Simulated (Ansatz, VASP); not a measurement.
## Two plane-wave programs on Mg

INCAR

```
SYSTEM = Mg
ALGO = Fast ; EDIFF = 1E-6
EDIFFG = -0.01 ; ENCUT = 600
GGA = PS ; IBRION = 2
ISIF = 3 ; ISMEAR = 0
LASPH = .True. ; LCHARG = .False.
LREAL = .False. ; LWAVE = .False.
NELM = 60 ; NSW = 80
PREC = Accurate ; SIGMA = 0.1
```

File KPOINTS:

```
k-points
0
Gamma
  16 16 16
  0 0 0
```

The input POSCAR:

```
Mg
1.0
    0.0000000000      2.2396490650      2.2396490650
    2.2396490650      0.0000000000      2.2396490650
    2.2396490650      2.2396490650      0.0000000000
Mg
1
Direct
    0.0000000000      0.0000000000      0.0000000000
```

Input for Ansatz:

```yaml
crystal:
  lattice:
    - [0.0, 2.239649065, 2.239649065]
    - [2.239649065, 0.0, 2.239649065]
    - [2.239649065, 2.239649065, 0.0]
  atoms:
    - { symbol: Mg, position: [0.0, 0.0, 0.0] }
basis:
  ecutwfc: 420
kpoints:
  mp_grid: { grid: [16, 16, 16] }
hamiltonian:
  xc: pbesol
scf:
  occupations: { method: gaussian, width: 0.1 }
output:
  forces: true
  stress: true
  eigenvalues: true
relax:
  adjacent_minimum: "off"
  f_tol: 0.01
  max_steps: 60
  cell: { stress_tol: 0.1 }
```

Alike in both runs: task relaxation of cell and atoms; functional PBEsol; k mesh 16 × 16 × 16; occupations gaussian, width 0.1 eV; no spin polarisation.

|  | VASP | Ansatz |
| --- | --- | --- |
| version | VASP 6.6.1 | Ansatz 0.2.0 |
| potentials or method | VASP PAW PBE potentials, release 64 (Mg), cutoff 600 eV | scalar-relativistic, plane waves, PAW |
| valence electrons in the cell | 2 | 10 |

```csv
,VASP,Ansatz,Ansatz less VASP
"gap on the k mesh at the Fermi level, each at its own relaxed structure (eV)",none,none,-
relaxed volume (Å³/atom),22.61,22.63,+0.022
relaxed cell length with the largest relative difference (Å),3.174,3.175,+0.0010
```

VASP's potentials were made for PBE, not for PBEsol. A gap of «none» marks a metal or a gap that the smearing closes. VASP's potentials hold 2 valence electrons a cell and Ansatz's 10, so a difference there can come from the potentials and not from the codes.
